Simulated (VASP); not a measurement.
**Ti3HN3: single point with PBE**

Ti3HN3, a slab with vacuum:

```
CELL_PARAMETERS angstrom
3.00286 0.00000 0.00000
0.00000 3.00286 0.00000
0.00000 0.00000 19.75849
ATOMIC_POSITIONS crystal
Ti 0.50000 0.50000 0.20244
Ti 0.00000 0.00000 0.30725
Ti 0.50000 0.50000 0.40768
N 0.00000 0.00000 0.20244
N 0.50000 0.50000 0.30557
N 0.00000 0.00000 0.41797
H 0.00000 0.00000 0.47185
```

| Property | Result |
| --- | --- |
| Program | VASP 6.6.1 |
| Task | single point |
| Functional | PBE |
| Potentials or basis | VASP PAW PBE potentials, release 64 (Ti_sv, N, H) |
| Cutoff | 520 eV |
| k mesh | 9 × 9 × 1 |
| Occupations | gaussian, width 0.1 eV |
| Spin | no spin polarisation |

```yaml
Largest_force: 1.653 eV/Å
Band_gap_on_the_k_mesh: zero (band 26 reaches 2.71 eV, above the bottom of band 27 at 1.15 eV)
```

Forces in eV/Å, atoms in the order of the input:
```
Ti   0.000  0.000  1.653
Ti   0.000  0.000 -0.333
Ti   0.000  0.000 -1.123
N    0.000  0.000 -1.500
N    0.000  0.000 -0.117
N    0.000  0.000  1.404
H    0.000  0.000  0.015
```

Levels at points of the mesh, in eV from the Fermi level:
```csv
k point,band 22,band 23,band 24,band 25,band 26,band 27,band 28,band 29,band 30,band 31
"(0.00, 0.00, 0.00)",-3.46,-2.93,-2.37,-2.37,-1.93,-0.87,-0.59,-0.06,-0.06,0.58
```

Run time: 2.3 min on 1 thread of Intel(R) Xeon(R) 6975P-C (Granite Rapids) (shared host), peak memory 0.31 GiB.
